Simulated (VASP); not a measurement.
Wanted: the native input for a VASP 6.6.1 run.

```yaml
Task: single point
Functional: PBE
Potentials_or_basis: VASP PAW PBE potentials, release 64 (Ti_sv, B, N)
Cutoff: 520 eV
k_mesh: 6 × 6 × 4
Occupations: gaussian, width 0.1 eV
Spin: no spin polarisation
Dipole_correction: no
Further_INCAR_settings: ALGO = Normal; EDIFF = 1e-06; NBANDS = 30
```

The structure of Ti2BN3 lies in POSCAR:

```
Ti2BN3
1.0
    2.8038651276      0.0000000000      0.0000000000
    0.0000000000      2.8038651276      0.0000000000
    0.0000000000      0.0000000000      7.2570710289
Ti B N
2 1 3
Direct
    0.5000000000      0.5000000000      0.8043932692
    0.5000000000      0.5000000000      0.1956067308
    0.5000000000      0.5000000000      0.5000000000
    0.0000000000      0.0000000000      0.0000000000
    0.0000000000      0.0000000000      0.7175131708
    0.0000000000      0.0000000000      0.2824868292
```

These files were run (other wordings do the same):

INCAR

```
  PREC = Accurate
  ENCUT = 520
  EDIFF = 1E-6
  ISMEAR = 0
  SIGMA = 0.1
  LREAL = False
  LASPH = True
  NELM = 80
  ALGO = Normal
  ISIF = 2
  LWAVE = False
  LCHARG = True
  GGA = PE
  LELF = True
  LVHAR = True
  NBANDS = 30
```

KPOINTS

```
regular mesh
0
Gamma
  6 6 4
```

Potentials or basis: VASP PAW PBE potentials, release 64 (Ti_sv, B, N).

Run with:

```sh
$ cat potpaw_PBE.64/Ti_sv/POTCAR potpaw_PBE.64/B/POTCAR potpaw_PBE.64/N/POTCAR > POTCAR
$ mpirun -np 1 vasp_std > vasp.out
```

Results of the run:

| Quantity | Value |
| --- | --- |
| Pressure | 0.3 GPa |
| Largest force | 0.054 eV/Å |
| Band gap on the k mesh | zero (band 21 reaches 8.72 eV, above the bottom of band 22 at 7.10 eV) |

Caveat: the k points lie up to 0.37 Å⁻¹ apart.

Run time: 30 s on 1 thread of Intel(R) Xeon(R) 6975P-C (Granite Rapids) (shared host), peak memory 0.2 GiB.
